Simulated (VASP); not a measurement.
Runs of VASP 6.6.1 on HfN. The structure is that of space group F-43m (No. 216), or close to it. The cells are those of the table. 

```tsv
cell	gap on the mesh (eV)	pressure (GPa)
a = 3.602, b = 3.602, c = 3.645 Å, angles 59.6, 59.6, 60.8°, 2 atoms	none	-23.3
a = 3.385 Å, angles 60.0°, 2 atoms	none	(a)
a = 3.559, b = 3.559, c = 3.472 Å, angles 60.8, 60.8, 58.4°, 2 atoms	none	-14.1
a = 3.429, b = 3.429, c = 3.385 Å, angles 60.4, 60.4, 59.2°, 2 atoms	none	4.4
```

Alike in all rows: task single point; level PBEsol; potentials or basis VASP PAW PBE potentials, release 64 (Hf_pv, N); no spin polarisation; k mesh 16 × 16 × 16; cutoff (eV) 520; smearing gaussian 0.15 eV.

**Question.** Fill in the values left out.

**Answer.** (a) 10.5.

Caveats: the PAW data sets were made with another functional, which shifts forces and pressure a little; spin-orbit coupling is left out, which moves the levels of the heavy elements.

A k mesh can miss the band edges, and the runs leave out spin-orbit coupling on Hf.

A gap of «none» marks levels without a gap at the run's occupations.
